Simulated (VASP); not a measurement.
# GaN (Imm2) in VASP: further runs

GaN is run at these levels: PBE; tasks: single point.

Program: VASP 6.6.1. These are calculated values, not measurements. Logs are shortened: lines on timing, memory, paths and dates and some standing lists are left out, and cuts for length are marked.

## 1. The cell of the first run

Symmetry: Imm2, No. 44, orthorhombic system. Conventional cell: a = 3.067 Å, b = 3.306 Å, c = 4.507 Å, α = 90.00°, β = 90.00°, γ = 90.00°. Within 2.5 Å of Ga (site symmetry mm2) lie 4 N at 1.90 to 2.00 Å. N (site symmetry mm2) has 4 Ga at 1.90 to 2.00 Å within 2.5 Å.

## 2. Single point, PBE (strain -0.0750 x Voigt [0, 0, 0, 0, 0, 1])

The input, INCAR:

```
ALGO = Normal
EDIFF = 1E-6
ENCUT = 520
GGA = PE
ISIF = 2
ISMEAR = 0
LASPH = True
LCHARG = False
LREAL = False
LWAVE = False
NBANDS = 16
NELM = 100
PREC = Accurate
SIGMA = 0.05
```

The input, KPOINTS:

```
k-points
0
Gamma
  10 10 10
```

The input, POSCAR:

```
GaN
1.0
   -0.0845062728      2.2535006075      2.2535006075
    2.2535006075     -0.0845062728      2.2535006075
    2.1689943347      2.1689943347      0.0000000000
Ga N
1 1
Direct
    0.0000000000      0.0000000000      0.0000000000
    0.7500000000      0.7500000000      0.7500000000
```

Potentials or basis: VASP PAW PBE potentials, release 64 (Ga_d, N).

On the command line:

```console
$ cat potpaw_PBE.64/Ga_d/POTCAR potpaw_PBE.64/N/POTCAR > POTCAR
$ mpirun -np 1 vasp_std > vasp.out
```

OUTCAR:

```text
EDIFF = 1E-6
   ENCUT = 520
   GGA = PE
   ISIF = 2
   ISMEAR = 0
   LASPH = True
   LREAL = False
   NELM = 100
   PREC = Accurate

 ion  position               nearest neighbor table
   1  0.000  0.000  0.000-   2 1.90   2 1.90   2 2.00   2 2.00
   2  0.750  0.750  0.750-   1 1.90   1 1.90   1 2.00   1 2.00

  LATTYP: Found a body centered orthorhombic cell.
 ALAT       =     3.0674212048
 B/A-ratio  =     1.0779220779
 C/A-ratio  =     1.4693127921

  Lattice vectors:

 A1 = (   0.0845062728,  -2.2535006075,  -2.2535006075)
 A2 = (  -0.0845062728,   2.2535006075,  -2.2535006075)
 A3 = (   2.2535006075,  -0.0845062728,   2.2535006075)

Analysis of symmetry for initial positions (statically):
=====================================================================
 Subroutine PRICEL returns:
 Original cell was already a primitive cell.

 Routine SETGRP: Setting up the symmetry group for a
 body centered orthorhombic supercell.

 Subroutine GETGRP returns: Found  4 space group operations
 (whereof  4 operations were pure point group operations)
 out of a pool of  8 trial point group operations.

The static configuration has the point symmetry C_2v.

Analysis of symmetry for dynamics (positions and initial velocities):
=====================================================================
 Subroutine PRICEL returns:
 Original cell was already a primitive cell.

 Routine SETGRP: Setting up the symmetry group for a
 body centered orthorhombic supercell.

 Subroutine GETGRP returns: Found  4 space group operations
 (whereof  4 operations were pure point group operations)
 out of a pool of  8 trial point group operations.

The dynamic configuration has the point symmetry C_2v.

 Subroutine INISYM returns: Found  4 space group operations
 (whereof  4 operations are pure point group operations),
 and found     1 'primitive' translations

----------------------------------------------------------------------------------------

                                     Primitive cell

  volume of cell :      22.8556

  direct lattice vectors                    reciprocal lattice vectors
    -0.084506273  2.253500607  2.253500607    -0.213857369  0.213857369  0.221877020
     2.253500607 -0.084506273  2.253500607     0.213857369 -0.213857369  0.221877020
     2.168994335  2.168994335  0.000000000     0.230521580  0.230521580 -0.221877020

  length of vectors
     3.188051331  3.188051331  3.067421205     0.375099134  0.375099134  0.394347321

  position of ions in fractional coordinates (direct lattice)
     0.000000000  0.000000000  0.000000000
     0.750000000  0.750000000  0.750000000

  ion indices of the primitive-cell ions
   primitive index   ion index
                 1           1
                 2           2

----------------------------------------------------------------------------------------

 KPOINTS: k-points

Automatic generation of k-mesh.
 Grid dimensions read from file:
 generate k-points for:   10   10   10

 Generating k-lattice:

  Cartesian coordinates                     Fractional coordinates (reciprocal lattice)
    -0.021385737  0.021385737  0.022187702     0.100000000  0.000000000  0.000000000
     0.021385737 -0.021385737  0.022187702     0.000000000  0.100000000  0.000000000
     0.023052158  0.023052158 -0.022187702     0.000000000  0.000000000  0.100000000

  Length of vectors
     0.037509913  0.037509913  0.039434732

  Shift w.r.t. Gamma in fractional coordinates (k-lattice)
     0.000000000  0.000000000  0.000000000

 Subroutine IBZKPT returns following result:
 ===========================================

 Found    171 irreducible k-points:

 Following reciprocal coordinates:
            Coordinates               Weight
  0.000000  0.000000  0.000000      1.000000
  0.100000 -0.000000  0.000000      4.000000
  0.200000 -0.000000  0.000000      4.000000
  0.300000  0.000000  0.000000      4.000000
  0.400000  0.000000  0.000000      4.000000
  0.500000  0.000000  0.000000      2.000000
[... 16 lines left out ...]
  0.300000  0.300000  0.000000      2.000000
  0.400000  0.300000  0.000000      4.000000
 [... further k-points ...]
   k-points           NKPTS =    171   k-points in BZ     NKDIM =    171   number of bands    NBANDS=     16
   number of dos      NEDOS =    301   number of ions     NIONS =      2
   total plane-waves  NPLWV =  13824
   dimension x,y,z NGX =    24 NGY =   24 NGZ =   24
   dimension x,y,z NGXF=    48 NGYF=   48 NGZF=   48
   ions per type =               1   1
   NGX,Y,Z   is equivalent  to a cutoff of  12.52, 12.52, 13.01 a.u.
   NGXF,Y,Z  is equivalent  to a cutoff of  25.03, 25.03, 26.01 a.u.
 SYSTEM =  unknown system
   PREC   = accura    normal or accurate (medium, high low for compatibility)
   ISTART =      0    job   : 0-new  1-cont  2-samecut
   ICHARG =      2    charge: 1-file 2-atom 10-const
   ISPIN  =      1    spin polarized calculation?
   LNONCOLLINEAR =      F non collinear calculations
   LSORBIT =      F    spin-orbit coupling
   LASPH  =      T    aspherical Exc in radial PAW
   ENCUT  =  520.0 eV  38.22 Ry    6.18 a.u.   5.93  5.93  5.70*2*pi/ulx,y,z
   NELM   =    100;   NELMIN=  2; NELMDL= -5     # of ELM steps
   EDIFF  = 0.1E-05   stopping-criterion for ELM
   LREAL  =      F    real-space projection
   EDIFFG = 0.1E-04   stopping-criterion for IOM
   NSW    =      0    number of steps for IOM
   IBRION =     -1    ionic relax: 0-MD 1-quasi-New 2-CG
   NFREE  =      0    steps in history (QN), initial steepest desc. (CG)
   ISIF   =      2    stress and relaxation
   ISYM   =      2    0-nonsym 1-usesym 2-fastsym
   POTIM  = 0.5000    time-step for ionic-motion
   TEBEG  =    0.0;   TEEND  =   0.0 temperature during run
   PSTRESS=    0.0 pullay stress
   NELECT =      18.0000    total number of electrons
   NUPDOWN=      -1.0000    fix difference up-down
   EMIN   =  10.00;   EMAX   =-10.00  energy-range for DOS
   EFERMI =   0.00;   METHOD = LEGACY
   ISMEAR =     0;   SIGMA  =   0.05  broadening in eV -4-tet -1-fermi 0-gaus
   EFERMI_NEDOS =   21; number of points for ismear=-14 and -15
   IALGO  =     38    algorithm
   IMIX   =      4    mixing-type and parameters
     AMIX     =   0.40;   BMIX     =  1.00
     AMIX_MAG =   1.60;   BMIX_MAG =  1.00
  volume/ion in A,a.u.               =      11.43        77.12
  Fermi-wavevector in a.u.,A,eV,Ry     =   1.511826  2.856936 31.097704  2.285617
  Thomas-Fermi vector in A             =   2.621831
   LORBIT       =      0    0 simple, 1 ext, 2 COOP (PROOUT), +10 PAW based schemes
   GGA     = PE    functional components
   LHFCALC =     F    Hartree Fock is set to
   AEXX    =    0.0000 exact exchange contribution
   IVDW    =     0    specifies the selected vdW correction
   LEPSILON=     F    determine dielectric tensor
   LRPA    =     F    only Hartree local field effects (RPA)
 non-spin polarized calculation
 Gauss-broadening in eV      SIGMA  =   0.05
  energy-cutoff  :      520.00
  volume of cell :       22.86
 maximum number of plane-waves:       634
   NGX = 11   NGY = 11   NGZ = 11

 number of electron      17.9999998 magnetization

 Free energy of the ion-electron system (eV)
  ---------------------------------------------------
  ext. energy  EPLUGINS =         0.00000000
  ---------------------------------------------------
  free energy    TOTEN  =       -12.06474271 eV

  energy without entropy =      -12.06474271  energy(sigma->0) =      -12.06474271

 E-fermi :   5.6536     XC(G=0): -11.6732

 val. band max:        5.4585183014   @ k =   0.0000   0.0000   0.0000
 cond. band min:       6.9314268467   @ k =   0.0000   0.0000   0.0000
 fundamental gap:      1.4729085453
 Fermi energy:         5.6536181421

 k-point     1 :       0.0000    0.0000    0.0000
  band No.  band energies     occupation
      1     -10.6763      2.00000
      2      -8.1597      2.00000
      3      -8.1536      2.00000
      4      -8.1524      2.00000
      5      -7.8341      2.00000
      6      -7.8320      2.00000
[... 8 lines left out ...]
     15      23.7160      0.00000
     16      24.4087      0.00000

 k-point     2 :       0.1000   -0.0000    0.0000
  band No.  band energies     occupation
      1     -10.5749      2.00000
      2      -8.1478      2.00000
      3      -8.1472      2.00000
      4      -8.1083      2.00000
      5      -7.8349      2.00000
      6      -7.8316      2.00000
[... 8 lines left out ...]
     15      23.1546      0.00000
     16      23.4662      0.00000

 k-point     3 :       0.2000   -0.0000    0.0000
  band No.  band energies     occupation
      1     -10.3175      2.00000
      2      -8.1233      2.00000
      3      -8.1196      2.00000
      4      -7.9513      2.00000
      5      -7.8316      2.00000
      6      -7.8272      2.00000
[... 8 lines left out ...]
     15      22.1063      0.00000
     16      22.8675      0.00000

 k-point     4 :       0.3000    0.0000    0.0000
  band No.  band energies     occupation
      1     -10.0355      2.00000
      2      -8.1012      2.00000
      3      -8.0925      2.00000
      4      -7.8294      2.00000
      5      -7.8131      2.00000
      6      -7.5785      2.00000
[... 8 lines left out ...]
     15      22.1468      0.00000
     16      23.4404      0.00000
[... 324 lines left out ...]
 k-point    22 :      -0.2000    0.2000    0.0000
  band No.  band energies     occupation
      1      -9.9595      2.00000
      2      -8.0882      2.00000
      3      -8.0680      2.00000
      4      -7.8613      2.00000
      5      -7.8392      2.00000
      6      -7.4345      2.00000
[... 8 lines left out ...]
     15      22.6547      0.00000
     16      26.1020      0.00000

 k-point    23 :       0.3000    0.3000    0.0000
  band No.  band energies     occupation
      1      -9.8237      2.00000
      2      -8.0098      2.00000
      3      -7.9907      2.00000
      4      -7.9432      2.00000
      5      -7.7824      2.00000
      6      -7.3630      2.00000
[... 8 lines left out ...]
     15      27.4488      0.00000
     16      27.8400      0.00000

 k-point    24 :       0.4000    0.3000    0.0000
  band No.  band energies     occupation
      1      -9.7094      2.00000
      2      -8.0297      2.00000
      3      -7.9588      2.00000
      4      -7.9050      2.00000
      5      -7.7725      2.00000
      6      -6.9255      2.00000
[... 8 lines left out ...]
     15      27.5757      0.00000
     16      28.0198      0.00000

 [... further k-points ...]
[... 5 lines left out ...]
  --------------------------------------------------------------------------------------
  -------------------------------------------------------------------------------------
  Total        0.9622581      0.9622581      0.8706341      2.0643692      0.0000000      0.0000000
  in kB       67.4544004     67.4544004     61.0315444    144.7125067      0.0000000      0.0000000
  external PRESSURE =      65.3134484 kB  Pullay stress =       0.0000000 kB

 VOLUME and BASIS-vectors are now :
 -----------------------------------------------------------------------------
  energy-cutoff  :      520.00
  volume of cell :       22.86
      direct lattice vectors                 reciprocal lattice vectors
    -0.084506273  2.253500607  2.253500607    -0.213857369  0.213857369  0.221877020
     2.253500607 -0.084506273  2.253500607     0.213857369 -0.213857369  0.221877020
     2.168994335  2.168994335  0.000000000     0.230521580  0.230521580 -0.221877020

 POSITION                                       TOTAL-FORCE (eV/Angst)
 -----------------------------------------------------------------------------------
      0.00000      0.00000      0.00000         0.000000      0.000000      0.649670
      3.25349      3.25349      3.38025        -0.000000     -0.000000     -0.649670
 -----------------------------------------------------------------------------------
    total drift:                               -0.000002     -0.000002      0.000098

  FREE ENERGIE OF THE ION-ELECTRON SYSTEM (eV)
  ---------------------------------------------------
  free  energy   TOTEN  =       -12.0647427077 eV

  energy  without entropy=      -12.0647427077  energy(sigma->0) =      -12.06474271
```

Wall time 1.8 min (1 thread of Intel Xeon 6975P-C, shared host); peak memory 0.16 GiB.

What came out:

```yaml
Free_energy: -12.0647 eV
Pressure: 6.5 GPa
Largest_force: 0.650 eV/Å
Band_gap_on_the_k_mesh: 1.47 eV, direct
```

Forces on the atoms (eV/Å):
```
Ga   0.000  0.000  0.650
N    0.000  0.000 -0.650
```

Stress tensor (GPa, compression positive):
```
 6.75 14.47  0.00
14.47  6.75  0.00
 0.00  0.00  6.10
```

Levels at points of the mesh, in eV from the valence-band top:
| k point | band 7 | band 8 | band 9 | band 10 | band 11 | band 12 |
| --- | --- | --- | --- | --- | --- | --- |
| (0.00, 0.00, 0.00) | -0.30 | -0.19 | 0.00 | 1.47 | 9.26 | 10.30 |
| (0.50, 0.00, 0.00) | -7.26 | -1.00 | -0.91 | 4.74 | 8.34 | 10.31 |
| (0.50, 0.50, 0.00) | -6.29 | -3.30 | -2.39 | 3.00 | 6.79 | 11.55 |
| (0.00, 0.00, 0.50) | -7.15 | -1.29 | -1.29 | 4.17 | 8.64 | 9.55 |
| (0.50, 0.00, 0.50) | -6.29 | -2.86 | -2.85 | 3.20 | 6.50 | 11.35 |

Caveat: the cell differs from its parent crystal (strain -0.0750 x Voigt [0, 0, 0, 0, 0, 1]).

## 3. Single point, PBE (strain +0.0375 x Voigt [0, 0, 0, 0, 0, 1])

The input, INCAR:

```
SYSTEM = GaN
ALGO = Normal
EDIFF = 1E-7
ENCUT = 520
GGA = PE
ISIF = 2
ISMEAR = 0
LASPH = .TRUE.
LCHARG = .FALSE.
LREAL = .FALSE.
LWAVE = .FALSE.
NBANDS = 16
NELM = 80
PREC = Accurate
SIGMA = 0.05
```

The input, KPOINTS:

```
k-points
0
G
  10 10 10
  0 0 0
```

The input, POSCAR:

```
GaN
1.0
    0.0422531364      2.2535006075      2.2535006075
    2.2535006075      0.0422531364      2.2535006075
    2.2957537439      2.2957537439      0.0000000000
Ga N
1 1
Direct
    0.0000000000      0.0000000000      0.0000000000
    0.7500000000      0.7500000000      0.7500000000
```

Potentials or basis: VASP PAW PBE potentials, release 64 (Ga_d, N).

On the command line:

```console
$ cat potpaw_PBE.64/Ga_d/POTCAR potpaw_PBE.64/N/POTCAR > POTCAR
$ mpirun -np 1 vasp_std > vasp.out
```

Run time: 2 min. Hardware: 1 thread of Intel Xeon 6975P-C, shared host; peak memory 0.16 GiB.

Results (log left out):

```yaml
Free_energy: -12.1237 eV
Pressure: 5.4 GPa
Largest_force: 0.320 eV/Å
Band_gap_on_the_k_mesh: 1.63 eV, direct
```

Forces on the atoms (eV/Å):
```
Ga   0.000  0.000 -0.320
N    0.000  0.000  0.320
```

Stress tensor (GPa, compression positive):
```
 5.48 -7.20  0.00
-7.20  5.48  0.00
 0.00  0.00  5.31
```

Levels at points of the mesh, in eV from the valence-band top:
| k point | band 6 | band 7 | band 8 | band 9 | band 10 | band 11 | band 12 | band 13 |
| --- | --- | --- | --- | --- | --- | --- | --- | --- |
| (0.00, 0.00, 0.00) | -13.20 | -0.15 | -0.08 | 0.00 | 1.63 | 9.78 | 10.27 | 10.70 |
| (0.50, 0.00, 0.00) | -11.88 | -7.09 | -1.13 | -1.12 | 4.41 | 8.71 | 9.95 | 10.32 |
| (0.50, 0.50, 0.00) | -11.54 | -6.20 | -3.00 | -2.55 | 3.23 | 6.66 | 11.63 | 13.67 |
| (0.00, 0.00, 0.50) | -12.03 | -7.14 | -0.97 | -0.94 | 4.71 | 8.55 | 10.32 | 10.67 |
| (0.50, 0.00, 0.50) | -11.52 | -6.20 | -2.78 | -2.77 | 3.28 | 6.59 | 11.58 | 13.88 |

Caveat: the cell differs from its parent crystal (strain +0.0375 x Voigt [0, 0, 0, 0, 0, 1]).
